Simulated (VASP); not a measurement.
# HgSe (F-43m) in VASP: further runs

Runs on HgSe. Level: PBE. Tasks: single point, relaxation of cell and atoms.

Everything below comes from runs of VASP 6.6.1. Logs are shortened: lines on timing, memory, paths and dates and some standing lists are left out, and cuts for length are marked.

## Step 1: The cell of the first run

It takes space group F-43m (No. 216, cubic). Conventional cell: a = 6.260 Å, b = 6.260 Å, c = 6.260 Å, α = 90.00°, β = 90.00°, γ = 90.00°. Hg (site symmetry -43m) has 4 Se at 2.71 Å within 3.6 Å. Within 3.6 Å of Se (site symmetry -43m) lie 4 Hg at 2.71 Å.

## Step 2: Single point, PBE

INCAR

```
PREC = Accurate
ENCUT = 500
EDIFF = 1E-6
ISMEAR = 0
SIGMA = 0.1
LREAL = F
LASPH = T
NELM = 120
ALGO = Normal
ISIF = 2
LWAVE = F
LCHARG = T
GGA = PE
LELF = T
LVHAR = T
NBANDS = 16
GGA_COMPAT = F
```

KPOINTS

```
Automatic mesh
0
Gamma
  12 12 12
```

POSCAR

```
HgSe
1.0
    0.0000000000      3.1301209296      3.1301209296
    3.1301209296      0.0000000000      3.1301209296
    3.1301209296      3.1301209296      0.0000000000
Hg Se
1 1
Direct
    0.0000000000      0.0000000000      0.0000000000
    0.7500000000      0.7500000000      0.7500000000
```

Potentials or basis: VASP PAW PBE potentials, release 64 (Hg, Se).

Command:

```console
cat potpaw_PBE.64/Hg/POTCAR potpaw_PBE.64/Se/POTCAR > POTCAR
mpirun -np 1 vasp_std > vasp.out
```

OUTCAR:

```text
PREC = Accurate
   ENCUT = 500
   EDIFF = 1E-6
   ISMEAR = 0
   LREAL = F
   LASPH = T
   NELM = 120
   ISIF = 2
   GGA = PE

 ion  position               nearest neighbor table
   1  0.000  0.000  0.000-   2 2.71   2 2.71   2 2.71   2 2.71
   2  0.750  0.750  0.750-   1 2.71   1 2.71   1 2.71   1 2.71

  LATTYP: Found a face centered cubic cell.
 ALAT       =     6.2602418592

  Lattice vectors:

 A1 = (   0.0000000000,   3.1301209296,   3.1301209296)
 A2 = (   3.1301209296,   0.0000000000,   3.1301209296)
 A3 = (   3.1301209296,   3.1301209296,   0.0000000000)

Analysis of symmetry for initial positions (statically):
=====================================================================
 Subroutine PRICEL returns:
 Original cell was already a primitive cell.

 Routine SETGRP: Setting up the symmetry group for a
 face centered cubic supercell.

 Subroutine GETGRP returns: Found 24 space group operations
 (whereof 24 operations were pure point group operations)
 out of a pool of 48 trial point group operations.

The static configuration has the point symmetry T_d .

Analysis of symmetry for dynamics (positions and initial velocities):
=====================================================================
 Subroutine PRICEL returns:
 Original cell was already a primitive cell.

 Routine SETGRP: Setting up the symmetry group for a
 face centered cubic supercell.

 Subroutine GETGRP returns: Found 24 space group operations
 (whereof 24 operations were pure point group operations)
 out of a pool of 48 trial point group operations.

The dynamic configuration has the point symmetry T_d .

 Subroutine INISYM returns: Found 24 space group operations
 (whereof 24 operations are pure point group operations),
 and found     1 'primitive' translations

----------------------------------------------------------------------------------------

                                     Primitive cell

  volume of cell :      61.3357

  direct lattice vectors                    reciprocal lattice vectors
     0.000000000  3.130120930  3.130120930    -0.159738237  0.159738237  0.159738237
     3.130120930  0.000000000  3.130120930     0.159738237 -0.159738237  0.159738237
     3.130120930  3.130120930  0.000000000     0.159738237  0.159738237 -0.159738237

  length of vectors
     4.426659471  4.426659471  4.426659471     0.276674743  0.276674743  0.276674743

  position of ions in fractional coordinates (direct lattice)
     0.000000000  0.000000000  0.000000000
     0.750000000  0.750000000  0.750000000

  ion indices of the primitive-cell ions
   primitive index   ion index
                 1           1
                 2           2

----------------------------------------------------------------------------------------

 KPOINTS: Automatic mesh

Automatic generation of k-mesh.
 Grid dimensions read from file:
 generate k-points for:   12   12   12

 Generating k-lattice:

  Cartesian coordinates                     Fractional coordinates (reciprocal lattice)
    -0.013311520  0.013311520  0.013311520     0.083333333  0.000000000  0.000000000
     0.013311520 -0.013311520  0.013311520     0.000000000  0.083333333  0.000000000
     0.013311520  0.013311520 -0.013311520     0.000000000  0.000000000  0.083333333

  Length of vectors
     0.023056229  0.023056229  0.023056229

  Shift w.r.t. Gamma in fractional coordinates (k-lattice)
     0.000000000  0.000000000  0.000000000

 Subroutine IBZKPT returns following result:
 ===========================================

 Found     72 irreducible k-points:

 Following reciprocal coordinates:
            Coordinates               Weight
  0.000000  0.000000  0.000000      1.000000
  0.083333  0.000000  0.000000      8.000000
  0.166667  0.000000  0.000000      8.000000
  0.250000  0.000000  0.000000      8.000000
  0.333333  0.000000  0.000000      8.000000
  0.416667  0.000000  0.000000      8.000000
[... 16 lines left out ...]
  0.500000  0.166667  0.000000     24.000000
 -0.416667  0.166667  0.000000     24.000000
 [... further k-points ...]
   k-points           NKPTS =     72   k-points in BZ     NKDIM =     72   number of bands    NBANDS=     16
   number of dos      NEDOS =    301   number of ions     NIONS =      2
   total plane-waves  NPLWV =  32768
   dimension x,y,z NGX =    32 NGY =   32 NGZ =   32
   dimension x,y,z NGXF=    64 NGYF=   64 NGZF=   64
   ions per type =               1   1
   NGX,Y,Z   is equivalent  to a cutoff of  12.02, 12.02, 12.02 a.u.
   NGXF,Y,Z  is equivalent  to a cutoff of  24.04, 24.04, 24.04 a.u.
 SYSTEM =  unknown system
   PREC   = accura    normal or accurate (medium, high low for compatibility)
   ISTART =      0    job   : 0-new  1-cont  2-samecut
   ICHARG =      2    charge: 1-file 2-atom 10-const
   ISPIN  =      1    spin polarized calculation?
   LNONCOLLINEAR =      F non collinear calculations
   LSORBIT =      F    spin-orbit coupling
   LASPH  =      T    aspherical Exc in radial PAW
   ENCUT  =  500.0 eV  36.75 Ry    6.06 a.u.   8.07  8.07  8.07*2*pi/ulx,y,z
   NELM   =    120;   NELMIN=  2; NELMDL= -5     # of ELM steps
   EDIFF  = 0.1E-05   stopping-criterion for ELM
   LREAL  =      F    real-space projection
   EDIFFG = 0.1E-04   stopping-criterion for IOM
   NSW    =      0    number of steps for IOM
   IBRION =     -1    ionic relax: 0-MD 1-quasi-New 2-CG
   NFREE  =      0    steps in history (QN), initial steepest desc. (CG)
   ISIF   =      2    stress and relaxation
   ISYM   =      2    0-nonsym 1-usesym 2-fastsym
   POTIM  = 0.5000    time-step for ionic-motion
   TEBEG  =    0.0;   TEEND  =   0.0 temperature during run
   PSTRESS=    0.0 pullay stress
   NELECT =      18.0000    total number of electrons
   NUPDOWN=      -1.0000    fix difference up-down
   EMIN   =  10.00;   EMAX   =-10.00  energy-range for DOS
   EFERMI =   0.00;   METHOD = LEGACY
   ISMEAR =     0;   SIGMA  =   0.10  broadening in eV -4-tet -1-fermi 0-gaus
   EFERMI_NEDOS =   21; number of points for ismear=-14 and -15
   IALGO  =     38    algorithm
   IMIX   =      4    mixing-type and parameters
     AMIX     =   0.40;   BMIX     =  1.00
     AMIX_MAG =   1.60;   BMIX_MAG =  1.00
  volume/ion in A,a.u.               =      30.67       206.96
  Fermi-wavevector in a.u.,A,eV,Ry     =   1.087914  2.055859 16.103268  1.183557
  Thomas-Fermi vector in A             =   2.224084
   LORBIT       =      0    0 simple, 1 ext, 2 COOP (PROOUT), +10 PAW based schemes
   GGA     = PE    functional components
   LHFCALC =     F    Hartree Fock is set to
   AEXX    =    0.0000 exact exchange contribution
   IVDW    =     0    specifies the selected vdW correction
   LEPSILON=     F    determine dielectric tensor
   LRPA    =     F    only Hartree local field effects (RPA)
 non-spin polarized calculation
 Gauss-broadening in eV      SIGMA  =   0.10
  energy-cutoff  :      500.00
  volume of cell :       61.34
 maximum number of plane-waves:      1588
   NGX = 17   NGY = 17   NGZ = 17

 number of electron      17.9999997 magnetization

 Free energy of the ion-electron system (eV)
  ---------------------------------------------------
  ext. energy  EPLUGINS =         0.00000000
  ---------------------------------------------------
  free energy    TOTEN  =        -4.08917057 eV

  energy without entropy =       -4.08900266  energy(sigma->0) =       -4.08908661

 E-fermi :   1.0270     XC(G=0):  -8.6468

 val. band max:        0.9520411793   @ k =   0.0000   0.0000   0.0000
 cond. band min:       1.2740588880   @ k =   0.0833   0.0000   0.0000
 fundamental gap:      0.3220177087
 Fermi energy:         1.0269667367

 k-point     1 :       0.0000    0.0000    0.0000
  band No.  band energies     occupation
      1     -11.9362      2.00000
      2      -5.7337      2.00000
      3      -5.7337      2.00000
      4      -5.7337      2.00000
      5      -5.1298      2.00000
      6      -5.1298      2.00000
[... 8 lines left out ...]
     15      12.1045      0.00000
     16      12.1045      0.00000

 k-point     2 :       0.0833    0.0000    0.0000
  band No.  band energies     occupation
      1     -11.9116      2.00000
      2      -5.7220      2.00000
      3      -5.7220      2.00000
      4      -5.7207      2.00000
      5      -5.1308      2.00000
      6      -5.1308      2.00000
[... 8 lines left out ...]
     15      11.6046      0.00000
     16      11.6046      0.00000

 k-point     3 :       0.1667    0.0000    0.0000
  band No.  band energies     occupation
      1     -11.8433      2.00000
      2      -5.6912      2.00000
      3      -5.6912      2.00000
      4      -5.6720      2.00000
      5      -5.1315      2.00000
      6      -5.1315      2.00000
[... 8 lines left out ...]
     15      11.1436      0.00000
     16      11.1436      0.00000

 k-point     4 :       0.2500    0.0000    0.0000
  band No.  band energies     occupation
      1     -11.7480      2.00000
      2      -5.6523      2.00000
      3      -5.6523      2.00000
      4      -5.5630      2.00000
      5      -5.1269      2.00000
      6      -5.1269      2.00000
[... 8 lines left out ...]
     15      11.0518      0.00000
     16      11.0518      0.00000
[... 324 lines left out ...]
 k-point    22 :       0.4167    0.1667    0.0000
  band No.  band energies     occupation
      1     -11.5704      2.00000
      2      -5.5936      2.00000
      3      -5.5339      2.00000
      4      -5.3164      2.00000
      5      -5.0815      2.00000
      6      -5.0742      2.00000
[... 8 lines left out ...]
     15      12.1223      0.00000
     16      12.6303      0.00000

 k-point    23 :       0.5000    0.1667    0.0000
  band No.  band energies     occupation
      1     -11.5188      2.00000
      2      -5.5733      2.00000
      3      -5.5254      2.00000
      4      -5.1890      2.00000
      5      -5.0862      2.00000
      6      -4.9002      2.00000
[... 8 lines left out ...]
     15      12.1842      0.00000
     16      12.7225      0.00000

 k-point    24 :      -0.4167    0.1667    0.0000
  band No.  band energies     occupation
      1     -11.5121      2.00000
      2      -5.5655      2.00000
      3      -5.5340      2.00000
      4      -5.1416      2.00000
      5      -5.1052      2.00000
      6      -4.8541      2.00000
[... 8 lines left out ...]
     15      11.8921      0.00000
     16      12.1337      0.00000

 [... further k-points ...]

------------------------ aborting loop because EDIFF is reached ----------------------------------------

  FORCE on cell =-STRESS in cart. coord.  units (eV):
  Direction    XX          YY          ZZ          XY          YZ          ZX
  --------------------------------------------------------------------------------------
  -------------------------------------------------------------------------------------
  Total        0.0693811      0.0693811      0.0693811      0.0000000      0.0000000      0.0000000
  in kB        1.8123352      1.8123352      1.8123352      0.0000000      0.0000000      0.0000000
  external PRESSURE =       1.8123352 kB  Pullay stress =       0.0000000 kB

 VOLUME and BASIS-vectors are now :
 -----------------------------------------------------------------------------
  energy-cutoff  :      500.00
  volume of cell :       61.34
      direct lattice vectors                 reciprocal lattice vectors
     0.000000000  3.130120930  3.130120930    -0.159738237  0.159738237  0.159738237
     3.130120930  0.000000000  3.130120930     0.159738237 -0.159738237  0.159738237
     3.130120930  3.130120930  0.000000000     0.159738237  0.159738237 -0.159738237

 POSITION                                       TOTAL-FORCE (eV/Angst)
 -----------------------------------------------------------------------------------
      0.00000      0.00000      0.00000        -0.000000     -0.000000     -0.000000
      4.69518      4.69518      4.69518         0.000000      0.000000      0.000000
 -----------------------------------------------------------------------------------
    total drift:                                0.000000      0.000000      0.000000

  FREE ENERGIE OF THE ION-ELECTRON SYSTEM (eV)
  ---------------------------------------------------
  free  energy   TOTEN  =        -4.0891705687 eV

  energy  without entropy=       -4.0890026613  energy(sigma->0) =       -4.08908661
```

Wall time 71 s (1 thread of AMD EPYC 7R13 (Zen 3), shared host); peak memory 0.19 GiB.

Results:

| Quantity | Value |
| --- | --- |
| Free energy | -4.0892 eV |
| Pressure | 0.2 GPa |
| Band gap on the k mesh | zero (filled and empty bands touch) |

Levels at points of the mesh, in eV from the Fermi level:
```tsv
k point	band 6	band 7	band 8	band 9	band 10	band 11	band 12	band 13
(0.00, 0.00, 0.00)	-6.16	-1.12	-0.07	-0.07	-0.07	5.51	5.51	5.51
(0.50, 0.00, 0.00)	-5.90	-5.01	-0.89	-0.89	1.02	6.21	6.21	6.73
(0.50, 0.50, 0.00)	-5.86	-4.75	-2.03	-2.03	2.61	3.12	8.21	9.36
```

Caveat: spin-orbit coupling is left out, which moves the levels of the heavy elements.

## Step 3: Relaxation of cell and atoms, PBE

INCAR

```
PREC = Accurate
ENCUT = 500
EDIFF = 1E-7
ISMEAR = 0
SIGMA = 0.1
LREAL = False
LASPH = True
NELM = 120
ALGO = Normal
ISIF = 3
LWAVE = False
LCHARG = False
GGA = PE
IBRION = 2
NSW = 100
EDIFFG = -0.005
GGA_COMPAT = False
NELMIN = 4
```

KPOINTS

```
regular mesh
0
Gamma
  12 12 12
```

POSCAR is that of step 2.

Potentials or basis: VASP PAW PBE potentials, release 64 (Hg, Se).

Command:

```console
cat potpaw_PBE.64/Hg/POTCAR potpaw_PBE.64/Se/POTCAR > POTCAR
mpirun -np 1 vasp_std > vasp.out
```

OUTCAR:

```text
PREC = Accurate
   ENCUT = 500
   EDIFF = 1E-7
   ISMEAR = 0
   LREAL = False
   LASPH = True
   NELM = 120
   ISIF = 3
   GGA = PE
   IBRION = 2
   NSW = 100
   EDIFFG = -0.005
   NELMIN = 4

 ion  position               nearest neighbor table
   1  0.000  0.000  0.000-   2 2.71   2 2.71   2 2.71   2 2.71
   2  0.750  0.750  0.750-   1 2.71   1 2.71   1 2.71   1 2.71

  LATTYP: Found a face centered cubic cell.
 ALAT       =     6.2602418592

  Lattice vectors:

 A1 = (   0.0000000000,   3.1301209296,   3.1301209296)
 A2 = (   3.1301209296,   0.0000000000,   3.1301209296)
 A3 = (   3.1301209296,   3.1301209296,   0.0000000000)

Analysis of symmetry for initial positions (statically):
=====================================================================
 Subroutine PRICEL returns:
 Original cell was already a primitive cell.

 Routine SETGRP: Setting up the symmetry group for a
 face centered cubic supercell.

 Subroutine GETGRP returns: Found 24 space group operations
 (whereof 24 operations were pure point group operations)
 out of a pool of 48 trial point group operations.

The static configuration has the point symmetry T_d .

Analysis of symmetry for dynamics (positions and initial velocities):
=====================================================================
 Subroutine PRICEL returns:
 Original cell was already a primitive cell.

 Routine SETGRP: Setting up the symmetry group for a
 face centered cubic supercell.

 Subroutine GETGRP returns: Found 24 space group operations
 (whereof 24 operations were pure point group operations)
 out of a pool of 48 trial point group operations.

The dynamic configuration has the point symmetry T_d .

 Subroutine INISYM returns: Found 24 space group operations
 (whereof 24 operations are pure point group operations),
 and found     1 'primitive' translations

----------------------------------------------------------------------------------------

[... 134 lines left out ...]

 Free energy of the ion-electron system (eV)
  ---------------------------------------------------
  ext. energy  EPLUGINS =         0.00000000
  ---------------------------------------------------
  free energy    TOTEN  =        -4.08917064 eV

  energy without entropy =       -4.08900273  energy(sigma->0) =       -4.08908668

------------------------ aborting loop because EDIFF is reached ----------------------------------------

  FORCE on cell =-STRESS in cart. coord.  units (eV):
  Direction    XX          YY          ZZ          XY          YZ          ZX
  --------------------------------------------------------------------------------------
  -------------------------------------------------------------------------------------
  Total        0.0726472      0.0726472      0.0726472     -0.0000000     -0.0000000      0.0000000
  in kB        1.8976512      1.8976512      1.8976512     -0.0000000     -0.0000000      0.0000000
  external PRESSURE =       1.8976512 kB  Pullay stress =       0.0000000 kB
[... 59 lines left out ...]
--------------------------------------- Ionic step        3  -------------------------------------------

 number of electron      17.9999998 magnetization

 Free energy of the ion-electron system (eV)
  ---------------------------------------------------
  ext. energy  EPLUGINS =         0.00000000
  ---------------------------------------------------
  free energy    TOTEN  =        -4.08932554 eV

  energy without entropy =       -4.08915713  energy(sigma->0) =       -4.08924133

 E-fermi :   0.9904     XC(G=0):  -8.6269

 val. band max:        0.9150906382   @ k =   0.0000   0.0000   0.0000
 cond. band min:       1.2347358783   @ k =   0.0833   0.0000   0.0000
 fundamental gap:      0.3196452401
 Fermi energy:         0.9904233114

 k-point     1 :       0.0000    0.0000    0.0000
  band No.  band energies     occupation
      1     -11.9468      2.00000
      2      -5.7492      2.00000
      3      -5.7492      2.00000
      4      -5.7492      2.00000
      5      -5.1519      2.00000
      6      -5.1519      2.00000
      7      -0.1338      2.00000
      8       0.9151      1.71329
      9       0.9151      1.71329
     10       0.9151      1.71329
     11       6.5081      0.00000
     12       6.5081      0.00000
     13       6.5081      0.00000
[... 354 lines left out ...]
  band No.  band energies     occupation
      1     -11.5273      2.00000
      2      -5.5825      2.00000
      3      -5.5515      2.00000
      4      -5.1632      2.00000
      5      -5.1276      2.00000
      6      -4.8785      2.00000
      7      -3.8417      2.00000
      8      -0.8451      2.00000
      9      -0.0931      2.00000
     10       2.9948      0.00000
     11       6.4823      0.00000
     12       7.6469      0.00000
     13       7.6762      0.00000

 [... further k-points ...]

------------------------ aborting loop because EDIFF is reached ----------------------------------------

  FORCE on cell =-STRESS in cart. coord.  units (eV):
  Direction    XX          YY          ZZ          XY          YZ          ZX
  --------------------------------------------------------------------------------------
  -------------------------------------------------------------------------------------
  Total        0.0015474      0.0015474      0.0015474      0.0000000     -0.0000000      0.0000000
  in kB        0.0402475      0.0402475      0.0402475      0.0000000     -0.0000000      0.0000000
  external PRESSURE =       0.0402475 kB  Pullay stress =       0.0000000 kB
[... 17 lines left out ...]
  FREE ENERGIE OF THE ION-ELECTRON SYSTEM (eV)
  ---------------------------------------------------
  free  energy   TOTEN  =        -4.0893255368 eV

  energy  without entropy=       -4.0891571289  energy(sigma->0) =       -4.08924133

 reached required accuracy - stopping structural energy minimisation
```

It used 71 s of CPU time on 1 thread of AMD EPYC 7R13 Processor (Zen 3), on a shared host.

What came out:

| Quantity | Value |
| --- | --- |
| Free energy | -4.0893 eV |
| Relaxed volume | 30.80 Å³/atom |
| Relaxed cell | a = 4.433 Å, b = 4.433 Å, c = 4.433 Å, α = 60.00°, β = 60.00°, γ = 60.00° |
| Space group after relaxing (to 0.05 Å) | F-43m (No. 216) |
| Energy gained by relaxing | 0.1 meV/atom |
| Ionic steps | 3 |
| Pressure after relaxing | 0.0 GPa |
| Band gap on the k mesh | zero (filled and empty bands touch) |

Step by step:
| step | energy change (eV) | largest force (eV/Å) | pressure (GPa) | volume (Å³) |
| --- | --- | --- | --- | --- |
| 1 | 0.0000 | 0.0000 | 0.19 | 61.34 |
| 2 | -0.0001 | 0.0000 | -0.04 | 61.66 |
| 3 | -0.0002 | 0.0000 | 0.00 | 61.60 |

Final structure:
```cif
data_structure
_symmetry_space_group_name_H-M 'P 1'
_symmetry_Int_Tables_number 1
_cell_length_a 4.4330
_cell_length_b 4.4330
_cell_length_c 4.4330
_cell_angle_alpha 60.000
_cell_angle_beta 60.000
_cell_angle_gamma 60.000
_cell_volume 61.60
loop_
_atom_site_label
_atom_site_type_symbol
_atom_site_fract_x
_atom_site_fract_y
_atom_site_fract_z
_atom_site_occupancy
Hg1 Hg 0.00000 0.00000 0.00000 1
Se1 Se 0.75000 0.75000 0.75000 1
```

Caveat: spin-orbit coupling is left out, which moves the levels of the heavy elements. Zero-point motion and thermal expansion aren't in these numbers.
